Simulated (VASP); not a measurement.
A run of VASP 6.6.1:

File INCAR:

```
ALGO = Normal
EDIFF = 1E-6
ENCUT = 520
GGA = PE
ISIF = 2
ISMEAR = -1
LASPH = T
LCHARG = F
LREAL = F
LWAVE = F
NBANDS = 12
NELM = 80
PREC = Accurate
SIGMA = 0.05
```

Contents of KPOINTS:

```
k-points
0
Gamma
  15 15 15
```

File POSCAR:

```
Ga
1.0
    2.7227086073      0.0000000000      0.0000000000
    0.0000000000      2.7227086073      0.0000000000
    0.0000000000      0.0000000000      2.7227086073
Ga
1
Direct
    0.0000000000      0.0000000000      0.0000000000
```

Potentials or basis: VASP PAW PBE potentials, release 64 (Ga_d).

Launch:

```console
$ cat potpaw_PBE.64/Ga_d/POTCAR > POTCAR
$ mpirun -np 1 vasp_std > vasp.out
```

Hardware: 1 thread of Intel(R) Xeon(R) 6975P-C (Granite Rapids), with other jobs on the host.

Problem. Estimate the wall time of this run.

Solution. It took 6.4 s on 1 thread of Intel(R) Xeon(R) 6975P-C (Granite Rapids) (shared host), peak memory 0.14 GiB. Counts: scf iterations 10, k points 120.
